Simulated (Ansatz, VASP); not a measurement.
## W: VASP beside Ansatz

```xyz
7
Lattice="3.1836 0.0000 0.0000 0.0000 3.1836 0.0000 0.0000 0.0000 14.5507" Properties=species:S:1:pos:R:3 pbc="T T T"
W     1.5918    1.5918    2.5000
W     0.0000    0.0000    4.0918
W     1.5918    1.5918    5.6836
W     0.0000    0.0000    7.2753
W     1.5918    1.5918    8.8671
W     0.0000    0.0000   10.4589
W     1.5918    1.5918   12.0507
```

Alike in both runs: task single point; functional PBE; k mesh 11 × 11 × 1; occupations gaussian, width 0.1 eV; no spin polarisation.

|  | VASP | Ansatz |
| --- | --- | --- |
| version | VASP 6.6.1 | Ansatz 0.2.0 |
| potentials or method | VASP PAW PBE potentials, release 64 (W_sv), cutoff 520 eV | scalar-relativistic, plane waves, PAW |
| valence electrons in the cell | 98 | 98 |

```csv
,VASP,Ansatz,Ansatz less VASP
gap on the k mesh at the Fermi level (eV),none,none,-
rms of the force components (eV/Å),0.682,0.685,+0.0034
```

Atom by atom the forces differ by 0.010 eV/Å (rms over components). A gap of «none» marks a metal or a gap that the smearing closes. Ansatz's warnings: vacuum density over bound.

Spin-orbit coupling is off throughout.
